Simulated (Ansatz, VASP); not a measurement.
# Two plane-wave programs on NaInSe

```
CELL_PARAMETERS angstrom
4.93687 0.00000 0.00000
-2.46843 4.27545 0.00000
0.00000 0.00000 6.06615
ATOMIC_POSITIONS crystal
Na 0.00000 0.00000 0.50000
In 0.00000 0.00000 0.00000
Se 0.66667 0.33333 0.00000
```

Alike in both runs: task relaxation of cell and atoms; functional PBE; k mesh 12 × 12 × 8; occupations gaussian, width 0.1 eV; no spin polarisation.

```csv
,VASP,Ansatz
version,VASP 6.6.1,Ansatz 0.2.0
potentials or method,"VASP PAW PBE potentials, release 64 (Na_pv, In_d, Se), cutoff 600 eV","scalar-relativistic, plane waves, PAW"
valence electrons in the cell,26,38
```

```csv
,VASP,Ansatz,Ansatz less VASP
"gap on the k mesh at the Fermi level, each at its own relaxed structure (eV)",none,none,-
relaxed volume (Å³/atom),42.68,42.68,0.000
relaxed cell length with the largest relative difference (Å),4.937,4.937,0.0000
```

A gap of «none» marks a metal or a gap that the smearing closes. VASP's potentials hold 26 valence electrons a cell and Ansatz's 38, so a difference there can come from the potentials and not from the codes.

Noted on VASP's run: the relaxation stopped at its first step, so nothing moved.
